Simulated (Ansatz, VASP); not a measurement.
# N in VASP and in Ansatz

```
CELL_PARAMETERS angstrom
0.00000 2.05660 2.05660
2.05660 0.00000 2.05660
2.05660 2.05660 0.00000
ATOMIC_POSITIONS crystal
N 0.00000 0.00000 0.00000
N 0.25000 0.25000 0.25000
```

Change from the starting cell: volume scaled by 0.95, PAW files.

Alike in both runs: task electric field gradients; functional PBE; k mesh 13 × 13 × 13; occupations fermi-dirac, width 0.08 eV; no spin polarisation.

|  | VASP | Ansatz |
| --- | --- | --- |
| version | VASP 6.6.1 | Ansatz 0.2.0 |
| potentials or method | VASP PAW PBE potentials, release 64 (N) | PAW with Ansatz's default frozen-core files, scalar-relativistic |
| plane-wave cutoff (eV) | 520 | 420 |
| valence electrons in the cell | 10 | 10 |

```csv
,VASP,Ansatz,Ansatz less VASP
pressure (GPa),8.7,8.7,+0.01
```

The functional is the same, so the differences come from potentials, cutoffs and numerics.
